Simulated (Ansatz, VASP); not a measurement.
**One calculation of Sb, two programs**

INCAR

```
SYSTEM = Sb
  PREC = Accurate
  ENCUT = 520
  EDIFF = 1E-8
  ISMEAR = -1
  SIGMA = 0.05
  LREAL = .False.
  LASPH = .True.
  NELM = 80
  ALGO = Normal
  ISIF = 2
  LWAVE = .False.
  LCHARG = .False.
  GGA = PS
  LEFG = .True.
  NBANDS = 12
```

File KPOINTS:

```
Automatic mesh
0
Gamma
  9 9 9
  0 0 0
```

File POSCAR:

```
Sb
1.0
    2.1256720836      1.2121766789      3.7270387499
   -2.1755285804      1.2336826823      3.7485447533
   -0.0063035032     -2.5020193611      3.7564164968
Sb
2
Direct
    0.2336400000      0.2336400000      0.2336400000
    0.7663600000      0.7663600000      0.7663600000
```

Input for Ansatz:

```yaml
crystal:
  lattice:
    - [2.1256720836, 1.2121766789, 3.7270387499]
    - [-2.1755285804, 1.2336826823, 3.7485447533]
    - [-0.0063035032, -2.5020193611, 3.7564164968]
  atoms:
    - { symbol: Sb, position: [0.23364, 0.23364, 0.23364] }
    - { symbol: Sb, position: [0.76636, 0.76636, 0.76636] }
kpoints:
  mp_grid: { grid: [9, 9, 9] }
scf:
  occupations: { method: fermi_dirac, width: 0.05 }
hamiltonian:
  xc: pbesol
  pseudopotentials: { kind: paw }
output:
  forces: true
  stress: true
  eigenvalues: true
  efg: { contact_densities: true }
```

Change from the starting cell: equal xy, yz and zx shear strains of -1 %, PAW files.

Alike in both runs: task electric field gradients; functional PBEsol; k mesh 9 × 9 × 9; occupations fermi-dirac, width 0.05 eV; no spin polarisation.

```csv
,VASP,Ansatz
version,VASP 6.6.1,Ansatz 0.2.0
potentials or method,"VASP PAW PBE potentials, release 64 (Sb)","PAW with Ansatz's default frozen-core files, scalar-relativistic"
plane-wave cutoff (eV),520,420
valence electrons in the cell,10,30
```

VASP gave:

* pressure (GPa): 0.6
* traceless stress, the component that is largest in VASP (GPa): 0.62
* rms of the force components (eV/Å): 0.120
* size of Vzz on the site where it differs most (V/Å²): 44.1

Problem. Estimate Ansatz's values.

Solution. Pressure (GPa): 0.4; traceless stress, the component that is largest in VASP (GPa): 0.61; rms of the force components (eV/Å): 0.089; size of Vzz on the site where it differs most (V/Å²): 48.0.

VASP's potentials were made for PBE, not for PBEsol. Atom by atom the forces differ by 0.033 eV/Å (rms over components). VASP's potentials hold 10 valence electrons a cell and Ansatz's 30, so a difference there can come from the potentials and not from the codes.

Neither program's run includes spin-orbit coupling.
